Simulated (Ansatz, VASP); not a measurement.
**KF: VASP beside Ansatz**

The input INCAR:

```
SYSTEM = KF
PREC     = Accurate       ! precision mode
ENCUT    = 520            ! plane-wave cutoff, eV
EDIFF    = 1E-6           ! SCF threshold, eV
ISMEAR   = -1             ! smearing method
SIGMA    = 0.1            ! smearing width, eV
LREAL    = .False.        ! projectors in reciprocal space
LASPH    = .True.         ! aspherical terms in the spheres
NELM     = 150            ! most SCF steps
ALGO     = Normal         ! electronic algorithm
ISIF     = 2              ! what is computed and relaxed
LWAVE    = .False.        ! write WAVECAR
LCHARG   = .False.        ! write CHGCAR
LNONCOLLINEAR= .True.         ! non-collinear magnetism
MAGMOM   = -0.036 0.113 0.308 0 0 0 ! initial moments
LORBIT   = 11             ! projections on sites
GGA      = PE             ! functional
NBANDS   = 28             ! bands
```

File KPOINTS:

```
regular mesh
0
Gamma
  6 6 6
  0 0 0
```

File POSCAR:

```
KF
1.0
    3.2149096683      0.0000000000      0.0000000000
    0.0000000000      3.2149096683      0.0000000000
    0.0000000000      0.0000000000      3.2149096683
K F
1 1
Direct
    0.0000000000      0.0000000000      0.0000000000
    0.5000000000      0.5000000000      0.5000000000
```

input.yaml

```yaml
crystal:
  lattice:
    - [3.2149096683, 0.0, 0.0]
    - [0.0, 3.2149096683, 0.0]
    - [0.0, 0.0, 3.2149096683]
  atoms:
    - { symbol: K, position: [0.0, 0.0, 0.0], spin: 0.33, spin_axis: [-0.109076, 0.342379, 0.933209] }
    - { symbol: F, position: [0.5, 0.5, 0.5] }
kpoints:
  mp_grid: { grid: [6, 6, 6] }
scf:
  occupations: { method: fermi_dirac, width: 0.1 }
hamiltonian:
  xc: pbe
  pseudopotentials: { kind: all_electron, lapw: { basis_error: 0.001 } }
magnetization:
  noncollinear: true
output:
  forces: true
  stress: true
  eigenvalues: true
```

Change from the starting cell: volume scaled by 0.96.

Alike in both runs: task single point; functional PBE; k mesh 6 × 6 × 6; occupations fermi-dirac, width 0.1 eV; non-collinear spin.

```csv
,VASP,Ansatz
version,VASP 6.6.1,Ansatz 0.2.0
potentials or method,"VASP PAW PBE potentials, release 64 (K_sv, F), cutoff 520 eV","all-electron LAPW, scalar-relativistic"
```

```csv
,VASP,Ansatz,Ansatz less VASP
gap on the k mesh at the Fermi level (eV),6.54,6.56,+0.012
least direct gap on the mesh (eV),6.59,6.60,+0.011
pressure (GPa),1.5,1.5,-0.05
net moment per atom (μB),0.00,0.00,0.000
```

Ansatz ran all-electron here, and VASP with PAW potentials.
